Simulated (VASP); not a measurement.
# C (R-3m) in VASP: further runs

C is run at these levels: PBE; tasks: single point.

All numbers are computed with VASP 6.6.1; they aren't measurements. Logs are shortened: lines on timing, memory, paths and dates and some standing lists are left out, and cuts for length are marked.

## 1. The cell of the first run

It takes space group R-3m (No. 166, trigonal). Conventional cell: a = 2.522 Å, b = 2.522 Å, c = 6.178 Å, α = 90.00°, β = 90.00°, γ = 120.00°. Within 1.8 Å of C (site symmetry 3m) lie 4 C at 1.34 to 1.62 Å.

## 2. Single point, PBE (atoms displaced along a vibrational mode)

File INCAR:

```
  PREC = Accurate
  ENCUT = 520
  EDIFF = 1E-6
  ISMEAR = 0
  SIGMA = 0.05
  LREAL = False
  LASPH = True
  NELM = 100
  ALGO = Normal
  ISIF = 2
  LWAVE = False
  LCHARG = False
  GGA = PE
  NBANDS = 16
```

File KPOINTS:

```
regular mesh
0
Gamma
  12 12 10
```

File POSCAR:

```
C
1.0
    0.0000000000     -1.7834000000     -1.7834000000
   -1.7834000000      0.0000000000     -1.7834000000
    1.7834000000      1.7834000000     -3.5668000000
C
4
Direct
    0.7257198216      0.7257198216      0.7580933928
    0.2257198216      0.2257198216      0.2580933928
    0.3992801784      0.3992801784      0.8669066072
    0.8992801784      0.8992801784      0.3669066072
```

Potentials or basis: VASP PAW PBE potentials, release 64 (C).

Command:

```
cat potpaw_PBE.64/C/POTCAR > POTCAR
mpirun -np 1 vasp_std > vasp.out
```

OUTCAR:

```text
PREC = Accurate
   ENCUT = 520
   EDIFF = 1E-6
   ISMEAR = 0
   LREAL = False
   LASPH = True
   NELM = 100
   ISIF = 2
   GGA = PE

 ion  position               nearest neighbor table
   1  0.726  0.726  0.758-   3 1.34   4 1.62   3 1.62   3 1.62
   2  0.226  0.226  0.258-   4 1.34   3 1.62   4 1.62   4 1.62
   3  0.399  0.399  0.867-   1 1.34   2 1.62   1 1.62   1 1.62
   4  0.899  0.899  0.367-   2 1.34   1 1.62   2 1.62   2 1.62

  LATTYP: Found a trigonal (rhomboedric) cell.
 ALAT       =     4.3684200073
 COS(alpha) =     0.8333333333

  Lattice vectors:

 A1 = (   1.7834000000,   3.5668000000,  -1.7834000000)
 A2 = (   3.5668000000,   1.7834000000,  -1.7834000000)
 A3 = (   1.7834000000,   1.7834000000,  -3.5668000000)

Analysis of symmetry for initial positions (statically):
=====================================================================
 Subroutine PRICEL returns following result:

  LATTYP: Found a face centered cubic cell.
 ALAT       =     3.5668000000

  Lattice vectors:

 A1 = (   0.0000000000,  -1.7834000000,   1.7834000000)
 A2 = (   1.7834000000,  -1.7834000000,   0.0000000000)
 A3 = (   1.7834000000,   0.0000000000,   1.7834000000)

   2 primitive cells build up your supercell.

 Routine SETGRP: Setting up the symmetry group for a
 trigonal (rhombohedral) supercell.

 Subroutine GETGRP returns: Found  4 space group operations
 (whereof  2 operations were pure point group operations)
 out of a pool of 12 trial point group operations.

The static configuration has the point symmetry C_1h.
 The point group associated with its full space group is C_2h.

Analysis of symmetry for dynamics (positions and initial velocities):
=====================================================================
 Subroutine PRICEL returns following result:

  LATTYP: Found a face centered cubic cell.
 ALAT       =     3.5668000000

  Lattice vectors:

 A1 = (   0.0000000000,  -1.7834000000,   1.7834000000)
 A2 = (   1.7834000000,  -1.7834000000,   0.0000000000)
 A3 = (   1.7834000000,   0.0000000000,   1.7834000000)

   2 primitive cells build up your supercell.

 Routine SETGRP: Setting up the symmetry group for a
 trigonal (rhombohedral) supercell.

 Subroutine GETGRP returns: Found  4 space group operations
 (whereof  2 operations were pure point group operations)
 out of a pool of 12 trial point group operations.

The dynamic configuration has the point symmetry C_1h.
 The point group associated with its full space group is C_2h.

 Subroutine INISYM returns: Found  4 space group operations
 (whereof  2 operations are pure point group operations),
 and found     2 'primitive' translations

----------------------------------------------------------------------------------------

                                     Primitive cell

  volume of cell :      11.3443

  direct lattice vectors                    reciprocal lattice vectors
     0.000000000 -1.783400000  1.783400000    -0.280363351 -0.280363351  0.280363351
     1.783400000 -1.783400000  0.000000000     0.280363351 -0.280363351 -0.280363351
     1.783400000  0.000000000  1.783400000     0.280363351  0.280363351  0.280363351

  length of vectors
     2.522108467  2.522108467  2.522108467     0.485603568  0.485603568  0.485603568

  position of ions in fractional coordinates (direct lattice)
     0.483813214  0.483813214  0.548560357
     0.266186786  0.266186786  0.201439643

  ion indices of the primitive-cell ions
   primitive index   ion index
                 1           1
                 2           4

----------------------------------------------------------------------------------------

 KPOINTS: regular mesh

Automatic generation of k-mesh.
 Grid dimensions read from file:
 generate k-points for:   12   12   10

 Generating k-lattice:

  Cartesian coordinates                     Fractional coordinates (reciprocal lattice)
     0.011681806 -0.035045419 -0.011681806     0.083333333  0.000000000  0.000000000
    -0.035045419  0.011681806 -0.011681806     0.000000000  0.083333333  0.000000000
     0.014018168  0.014018168 -0.014018168     0.000000000  0.000000000  0.100000000

  Length of vectors
     0.038744168  0.038744168  0.024280178

  Shift w.r.t. Gamma in fractional coordinates (k-lattice)
     0.000000000  0.000000000  0.000000000

 -----------------------------------------------------------------------------
|                                                                             |
|           W    W    AA    RRRRR   N    N  II  N    N   GGGG   !!!           |
|           W    W   A  A   R    R  NN   N  II  NN   N  G    G  !!!           |
|           W    W  A    A  R    R  N N  N  II  N N  N  G       !!!           |
|           W WW W  AAAAAA  RRRRR   N  N N  II  N  N N  G  GGG   !            |
|           WW  WW  A    A  R   R   N   NN  II  N   NN  G    G                |
|           W    W  A    A  R    R  N    N  II  N    N   GGGG   !!!           |
[... 72 lines left out ...]
  Thomas-Fermi vector in A             =   2.574010
   LORBIT       =      0    0 simple, 1 ext, 2 COOP (PROOUT), +10 PAW based schemes
   GGA     = PE    functional components
   LHFCALC =     F    Hartree Fock is set to
   AEXX    =    0.0000 exact exchange contribution
   IVDW    =     0    specifies the selected vdW correction
   LEPSILON=     F    determine dielectric tensor
   LRPA    =     F    only Hartree local field effects (RPA)
 non-spin polarized calculation
 Gauss-broadening in eV      SIGMA  =   0.05
  energy-cutoff  :      520.00
  volume of cell :       22.69
 maximum number of plane-waves:       625
   NGX =  9   NGY =  9   NGZ = 17

 number of electron      16.0000000 magnetization

 Free energy of the ion-electron system (eV)
  ---------------------------------------------------
  ext. energy  EPLUGINS =         0.00000000
  ---------------------------------------------------
  free energy    TOTEN  =       -34.51439608 eV

  energy without entropy =      -34.51439608  energy(sigma->0) =      -34.51439608

 E-fermi :  11.8792     XC(G=0): -13.2521

 val. band max:       11.6670943644   @ k =   0.0000   0.0000   0.0000
 cond. band min:      12.9610463502   @ k =  -0.4167   0.0000   0.4000
 fundamental gap:      1.2939519858
 Fermi energy:        11.8792033352

 k-point     1 :       0.0000    0.0000    0.0000
  band No.  band energies     occupation
      1     -11.8562      2.00000
      2      -6.4265      2.00000
      3      -3.2447      2.00000
      4       5.0891      2.00000
      5       6.3512      2.00000
      6       8.8347      2.00000
[... 8 lines left out ...]
     15      22.9795      0.00000
     16      24.5657      0.00000

 k-point     2 :       0.0833    0.0000    0.0000
  band No.  band energies     occupation
      1     -11.6819      2.00000
      2      -6.3236      2.00000
      3      -3.0338      2.00000
      4       4.7602      2.00000
      5       6.0354      2.00000
      6       7.9920      2.00000
[... 8 lines left out ...]
     15      23.0780      0.00000
     16      24.7770      0.00000

 k-point     3 :       0.1667    0.0000    0.0000
  band No.  band energies     occupation
      1     -11.1614      2.00000
      2      -6.0116      2.00000
      3      -2.4195      2.00000
      4       3.6887      2.00000
      5       5.1746      2.00000
      6       6.4532      2.00000
[... 8 lines left out ...]
     15      23.1930      0.00000
     16      25.0332      0.00000

 k-point     4 :       0.2500    0.0000    0.0000
  band No.  band energies     occupation
      1     -10.3025      2.00000
      2      -5.5006      2.00000
      3      -1.4608      2.00000
      4       1.8464      2.00000
      5       3.8636      2.00000
      6       5.3589      2.00000
[... 8 lines left out ...]
     15      23.4604      0.00000
     16      25.3283      0.00000
[... 324 lines left out ...]
 k-point    22 :       0.4167    0.1667    0.0000
  band No.  band energies     occupation
      1      -8.4752      2.00000
      2      -5.0629      2.00000
      3      -0.4754      2.00000
      4       0.8374      2.00000
      5       1.2401      2.00000
      6       3.2765      2.00000
[... 8 lines left out ...]
     15      23.4299      0.00000
     16      25.1486      0.00000

 k-point    23 :       0.5000    0.1667    0.0000
  band No.  band energies     occupation
      1      -6.9944      2.00000
      2      -4.8305      2.00000
      3      -1.5425      2.00000
      4      -0.0508      2.00000
      5       2.4353      2.00000
      6       2.5999      2.00000
[... 8 lines left out ...]
     15      24.2486      0.00000
     16      25.1146      0.00000

 k-point    24 :      -0.4167    0.1667   -0.0000
  band No.  band energies     occupation
      1      -5.8340      2.00000
      2      -5.3520      2.00000
      3      -1.0280      2.00000
      4      -0.8971      2.00000
      5       1.5074      2.00000
      6       2.5761      2.00000
[... 8 lines left out ...]
     15      25.2152      0.00000
     16      26.2713      0.00000

 [... further k-points ...]
[... 5 lines left out ...]
  --------------------------------------------------------------------------------------
  -------------------------------------------------------------------------------------
  Total        3.0233850      3.0233850      3.0238227      2.3176069      2.3199234      2.3199234
  in kB      213.4999388    213.4999388    213.5308519    163.6605809    163.8241616    163.8241617
  external PRESSURE =     213.5102432 kB  Pullay stress =       0.0000000 kB

 VOLUME and BASIS-vectors are now :
 -----------------------------------------------------------------------------
  energy-cutoff  :      520.00
  volume of cell :       22.69
      direct lattice vectors                 reciprocal lattice vectors
     0.000000000 -1.783400000 -1.783400000     0.140181675 -0.420545026 -0.140181675
    -1.783400000  0.000000000 -1.783400000    -0.420545026  0.140181675 -0.140181675
     1.783400000  1.783400000 -3.566800000     0.140181675  0.140181675 -0.140181675

 POSITION                                       TOTAL-FORCE (eV/Angst)
 -----------------------------------------------------------------------------------
      0.05774      0.05774     -5.29246        -5.889613     -5.889613     -5.889145
      0.05774      0.05774     -1.72566        -5.889613     -5.889613     -5.889145
      0.83396      0.83396     -4.51624         5.889613      5.889613      5.889145
     -0.94944     -0.94944     -4.51624         5.889613      5.889613      5.889145
 -----------------------------------------------------------------------------------
    total drift:                               -0.000000     -0.000000     -0.000000

  FREE ENERGIE OF THE ION-ELECTRON SYSTEM (eV)
  ---------------------------------------------------
  free  energy   TOTEN  =       -34.5143960832 eV

  energy  without entropy=      -34.5143960832  energy(sigma->0) =      -34.51439608
```

Run time: 100 s. Hardware: 1 thread of Intel Xeon Platinum 8259CL at 2.50GHz (Skylake/Cascade Lake), shared host; peak memory 0.21 GiB.

What came out:

| Quantity | Value |
| --- | --- |
| Free energy | -34.5144 eV |
| Pressure | 21.4 GPa |
| Largest force | 10.201 eV/Å |
| Band gap on the k mesh | 1.29 eV |

Forces in eV/Å, atoms in the order of the input:
```
C   -5.890 -5.890 -5.889
C   -5.890 -5.890 -5.889
C    5.890  5.890  5.889
C    5.890  5.890  5.889
```

Levels at points of the mesh, in eV from the valence-band top:
```csv
k point,band 6,band 7,band 8,band 9,band 10,band 11
"(0.00, 0.00, 0.00)",-2.83,0.00,0.00,1.75,1.75,3.06
"(0.50, 0.00, 0.00)",-8.98,-6.56,-6.56,2.32,2.32,9.27
"(0.50, 0.50, 0.00)",-7.87,-4.57,-4.57,1.32,3.38,7.29
"(0.00, 0.00, 0.50)",-5.39,-1.95,-1.95,3.19,3.19,4.79
"(0.50, 0.00, 0.50)",-7.87,-6.58,-2.83,1.32,3.06,3.38
"(0.50, 0.50, 0.50)",-8.16,-6.50,-6.50,4.49,4.49,8.00
```

Caveat: the cell differs from its parent crystal (atoms displaced along a vibrational mode); the cell stands under pressure; forces of over 1 eV/Å act on the atoms, so gaps and moduli don't describe the material at rest.

## 3. Single point, PBE (atoms displaced along a vibrational mode)

File INCAR:

```
PREC = Accurate ; ENCUT = 520
EDIFF = 1E-7 ; ISMEAR = 0
SIGMA = 0.05 ; LREAL = F
LASPH = T ; NELM = 60
ALGO = Normal ; ISIF = 2
LWAVE = F ; LCHARG = F
GGA = PE ; NBANDS = 16
```

KPOINTS is that of step 2.

File POSCAR:

```
C
1.0
    0.0000000000     -1.7834000000     -1.7834000000
   -1.7834000000      0.0000000000     -1.7834000000
    1.7834000000      1.7834000000     -3.5668000000
C
4
Direct
    0.7985603568      0.7985603568      0.7338132144
    0.2985603568      0.2985603568      0.2338132144
    0.3264396432      0.3264396432      0.8911867856
    0.8264396432      0.8264396432      0.3911867856
```

Potentials or basis: VASP PAW PBE potentials, release 64 (C).

Command:

```
cat potpaw_PBE.64/C/POTCAR > POTCAR
mpirun -np 1 vasp_std > vasp.out
```

It took 94 s on 1 thread of Intel Xeon Platinum 8259CL at 2.50GHz (Skylake/Cascade Lake), shared host; peak memory 0.21 GiB.

Results (log left out):

```
Free energy   : -33.5268 eV
Pressure      : 28.1 GPa
Largest force : 3.874 eV/Å
```

Forces in eV/Å, atoms in the order of the input:
```
C    2.236  2.236  2.238
C    2.236  2.236  2.238
C   -2.236 -2.236 -2.238
C   -2.236 -2.236 -2.238
```

Stress tensor (GPa, compression positive):
```
28.10 36.45 36.44
36.45 28.10 36.44
36.44 36.44 28.08
```

Caveat: the cell differs from its parent crystal (atoms displaced along a vibrational mode); the cell stands under pressure; this functional lacks dispersion, which binds layers or chains, so the pressure and a relaxed spacing across them are unreliable; forces of over 1 eV/Å act on the atoms, so gaps and moduli don't describe the material at rest.

## 4. Single point, PBE (atoms displaced along a vibrational mode)

File INCAR:

```
PREC = Accurate ; ENCUT = 520
EDIFF = 1E-6 ; ISMEAR = 0
SIGMA = 0.05 ; LREAL = F
LASPH = T ; NELM = 80
ALGO = Normal ; ISIF = 2
LWAVE = F ; LCHARG = F
GGA = PE ; NBANDS = 16
```

KPOINTS is that of step 3.

File POSCAR:

```
C
1.0
    0.0000000000     -1.7834000000     -1.7834000000
   -1.7834000000      0.0000000000     -1.7834000000
    1.7834000000      1.7834000000     -3.5668000000
C
4
Direct
    0.7742801784      0.7742801784      0.7419066072
    0.2742801784      0.2742801784      0.2419066072
    0.3507198216      0.3507198216      0.8830933928
    0.8507198216      0.8507198216      0.3830933928
```

Command:

```
cat potpaw_PBE.64/C/POTCAR > POTCAR
mpirun -np 1 vasp_std > vasp.out
```

Wall time 82 s (1 thread of Intel Xeon Platinum 8259CL at 2.50GHz (Skylake/Cascade Lake), shared host); peak memory 0.21 GiB.

Results (log left out):

```
Free energy            : -35.2689 eV
Pressure               : 12.2 GPa
Largest force          : 4.468 eV/Å
Band gap on the k mesh : 0.56 eV
```

Forces in eV/Å, atoms in the order of the input:
```
C    2.580  2.580  2.578
C    2.580  2.580  2.578
C   -2.580 -2.580 -2.578
C   -2.580 -2.580 -2.578
```

Stress tensor (GPa, compression positive):
```
12.18  5.34  5.31
 5.34 12.18  5.31
 5.31  5.31 12.19
```

Levels at points of the mesh, in eV from the valence-band top:
| k point | band 6 | band 7 | band 8 | band 9 | band 10 | band 11 |
| --- | --- | --- | --- | --- | --- | --- |
| (0.00, 0.00, 0.00) | -4.45 | -3.63 | 0.00 | 0.70 | 2.32 | 3.96 |
| (0.50, 0.00, 0.00) | -10.38 | -6.67 | -6.67 | 2.40 | 2.40 | 7.85 |
| (0.50, 0.50, 0.00) | -8.39 | -6.22 | -6.22 | 1.35 | 1.36 | 4.87 |
| (0.00, 0.00, 0.50) | -6.10 | -2.57 | -2.57 | 2.18 | 2.18 | 6.10 |
| (0.50, 0.00, 0.50) | -8.39 | -7.19 | -3.63 | 1.35 | 1.36 | 2.32 |
| (0.50, 0.50, 0.50) | -10.23 | -8.37 | -8.37 | 2.75 | 2.75 | 7.22 |

Caveat: the cell differs from its parent crystal (atoms displaced along a vibrational mode); the cell stands under pressure; semilocal functionals underestimate gaps, and a narrow one can read as zero; forces of over 1 eV/Å act on the atoms, so gaps and moduli don't describe the material at rest. A k mesh can miss the band edges.

## 5. Single point, PBE (atoms displaced along a vibrational mode)

File INCAR:

```
SYSTEM = C
PREC = Accurate
ENCUT = 520
EDIFF = 1E-7
ISMEAR = 0
SIGMA = 0.05
LREAL = .False.
LASPH = .True.
NELM = 80
ALGO = Normal
ISIF = 2
LWAVE = .False.
LCHARG = .True.
GGA = PE
LELF = .True.
LVHAR = .True.
NBANDS = 16
```

File KPOINTS:

```
Automatic mesh
0
Gamma
  12 12 10
  0 0 0
```

File POSCAR:

```
C
1.0
    0.0000000000     -1.7834000000     -1.7834000000
   -1.7834000000      0.0000000000     -1.7834000000
    1.7834000000      1.7834000000     -3.5668000000
C
4
Direct
    0.7924903122      0.7924903122      0.7358365626
    0.2924903122      0.2924903122      0.2358365626
    0.3325096878      0.3325096878      0.8891634374
    0.8325096878      0.8325096878      0.3891634374
```

Command:

```
cat potpaw_PBE.64/C/POTCAR > POTCAR
mpirun -np 1 vasp_std > vasp.out
```

It took 93 s on 1 thread of Intel Xeon Platinum 8259CL at 2.50GHz (Skylake/Cascade Lake), shared host; peak memory 0.21 GiB.

Results (log left out):

```yaml
Free_energy: -33.9299 eV
Pressure: 24.4 GPa
Largest_force: 4.184 eV/Å
Band_gap_on_the_k_mesh: 0.15 eV
```

Forces on the atoms (eV/Å):
```
C    2.420  2.420  2.406
C    2.420  2.420  2.406
C   -2.420 -2.420 -2.406
C   -2.420 -2.420 -2.406
```

Stress tensor (GPa, compression positive):
```
24.32 27.81 27.69
27.81 24.32 27.69
27.69 27.69 24.66
```

Levels at points of the mesh, in eV from the valence-band top:
```tsv
k point	band 5	band 6	band 7	band 8	band 9	band 10	band 11	band 12
(0.00, 0.00, 0.00)	-4.95	-4.95	-1.81	-1.04	0.66	3.55	4.89	4.89
(0.50, 0.00, 0.00)	-10.58	-10.58	-5.53	-5.53	1.32	1.32	7.59	7.59
(0.50, 0.50, 0.00)	-9.91	-7.37	-6.25	-6.25	0.35	1.37	4.70	4.70
(0.00, 0.00, 0.50)	-6.54	-6.54	-1.50	-1.50	1.70	1.70	6.78	6.78
(0.50, 0.00, 0.50)	-9.91	-7.63	-7.37	-1.81	0.35	0.66	1.37	6.76
(0.50, 0.50, 0.50)	-10.23	-10.23	-8.45	-8.45	2.71	2.71	6.34	6.34
```

Caveat: the cell differs from its parent crystal (atoms displaced along a vibrational mode); the cell stands under pressure; semilocal functionals underestimate gaps, and a narrow one can read as zero; forces of over 1 eV/Å act on the atoms, so gaps and moduli don't describe the material at rest. A k mesh can miss the band edges.

## 6. Summary

| cell | gap on the mesh (eV) | pressure (GPa) | largest force (eV/Å) |
| --- | --- | --- | --- |
| as given, atomic positions A | 1.29 | 21.4 | 10.20 |
| as given, atomic positions B | - | 28.1 | 3.87 |
| as given, atomic positions C | 0.56 | 12.2 | 4.47 |
| as given, atomic positions D | 0.15 | 24.4 | 4.18 |

Alike in all rows: task single point; level PBE; potentials or basis VASP PAW PBE potentials, release 64 (C); no spin polarisation; k mesh 12 × 12 × 10; cutoff (eV) 520; smearing gaussian 0.05 eV.

Caveats: the cell stands under pressure; forces of over 1 eV/Å act on the atoms, so gaps and moduli don't describe the material at rest; semilocal functionals underestimate gaps, and a narrow one can read as zero (at least some runs); this functional lacks dispersion, which binds layers or chains, so the pressure and a relaxed spacing across them are unreliable (at least some runs).

Absolute energies hang on the potentials; compare differences alone.
